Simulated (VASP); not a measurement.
Write the native input for VASP 6.6.1 that does the following.

```
Task                   : relaxation of cell and atoms
Functional             : revPBE
Potentials or basis    : VASP PAW PBE potentials, release 64 (In_d, As)
Cutoff                 : 600 eV
k mesh                 : 8 × 8 × 8
Occupations            : fermi-dirac, width 0.05 eV
Spin                   : no spin polarisation
Dipole correction      : no
Further INCAR settings : ALGO = Normal; EDIFF = 1e-06; IBRION = 2; EDIFFG = -0.01; NSW = 60; ISIF = 3
```

The structure of InAs lies in POSCAR:

```
InAs
1.0
    0.0000000000      3.0180000000      3.0180000000
    3.0180000000      0.0000000000      3.0180000000
    3.0180000000      3.0180000000      0.0000000000
In As
1 1
Direct
    0.0000000000      0.0000000000      0.0000000000
    0.7500000000      0.7500000000      0.7500000000
```

The input as run:

INCAR

```
PREC = Accurate
ENCUT = 600
EDIFF = 1E-6
ISMEAR = -1
SIGMA = 0.05
LREAL = F
LASPH = T
NELM = 60
ALGO = Normal
ISIF = 3
LWAVE = F
LCHARG = F
GGA = RE
IBRION = 2
NSW = 60
EDIFFG = -0.01
```

KPOINTS

```
regular mesh
0
Gamma
  8 8 8
```

Potentials or basis: VASP PAW PBE potentials, release 64 (In_d, As).

Command:

```bash
$ cat potpaw_PBE.64/In_d/POTCAR potpaw_PBE.64/As/POTCAR > POTCAR
$ mpirun -np 1 vasp_std > vasp.out
```

Results of the run:

```yaml
Relaxed_volume: 30.33 Å³/atom
Relaxed_cell: a = 4.410 Å, b = 4.410 Å, c = 4.410 Å, α = 60.00°, β = 60.00°, γ = 60.00°
Space_group_after_relaxing_to_0.05_Å: F-43m (No. 216)
Energy_gained_by_relaxing: 45.7 meV/atom
Ionic_steps: 3
Pressure_after_relaxing: 0.0 GPa
Band_gap_on_the_k_mesh: zero (filled and empty bands touch)
```

Caveat: the PAW data sets were made with another functional, which shifts forces and pressure a little; spin-orbit coupling is left out, which moves the levels of the heavy elements; the volume moved by +10 % from the deposited cell, more than functionals usually miss.

It took 3.1 min on 1 thread of AMD EPYC 7R13 (shared host), peak memory 0.19 GiB.
